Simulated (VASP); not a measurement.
## HPt6: single point with PBE

HPt6, a slab with vacuum:

```
CELL_PARAMETERS angstrom
5.61433 0.00000 0.00000
0.00000 5.61433 0.00000
0.00000 0.00000 21.85138
ATOMIC_POSITIONS crystal
Pt 0.25000 0.25000 0.18305
Pt 0.25000 0.75000 0.18305
Pt 0.75000 0.25000 0.18305
Pt 0.75000 0.75000 0.18305
Pt 0.00000 0.00000 0.27121
Pt 0.00000 0.50000 0.27121
Pt 0.50000 0.00000 0.27121
Pt 0.50000 0.50000 0.27121
Pt 0.25000 0.25000 0.35931
Pt 0.25000 0.75000 0.35931
Pt 0.75000 0.25000 0.35931
Pt 0.75000 0.75000 0.35931
H 0.89482 0.00000 0.47829
H 0.10518 0.00000 0.47829
```

| Property | Result |
| --- | --- |
| Program | VASP 6.6.1 |
| Task | single point |
| Functional | PBE |
| Potentials or basis | VASP PAW PBE potentials, release 64 (Pt, H) |
| Cutoff | 520 eV |
| k mesh | 5 × 5 × 1 |
| Occupations | gaussian, width 0.1 eV |
| Spin | no spin polarisation |

```yaml
Largest_force: 4.258 eV/Å
Band_gap_on_the_k_mesh: zero (band 61 reaches -1.00 eV, above the bottom of band 62 at -1.16 eV)
```

Forces on the atoms (eV/Å):
```
Pt  -0.005  0.003  0.014
Pt  -0.005 -0.003  0.014
Pt   0.005  0.003  0.014
Pt   0.005 -0.003  0.014
Pt   0.000  0.000 -0.045
Pt   0.000  0.000  0.022
Pt   0.000  0.000 -0.003
Pt   0.000  0.000 -0.100
Pt  -0.007 -0.011  0.041
Pt  -0.007  0.011  0.041
Pt   0.007 -0.011  0.041
Pt   0.007  0.011  0.041
H    4.258  0.000 -0.047
H   -4.258  0.000 -0.047
```

Levels at points of the mesh, in eV from the Fermi level:
```tsv
k point	band 58	band 59	band 60	band 61	band 62	band 63	band 64	band 65
(0.00, 0.00, 0.00)	0.04	0.08	0.14	0.14	0.35	0.77	0.83	0.83
```

Wall time 31 min on 1 thread of Oxide Virtual Turin-like Processor (shared host), peak memory 0.78 GiB.

Caveat: spin-orbit coupling is left out, which moves the levels of the heavy elements.
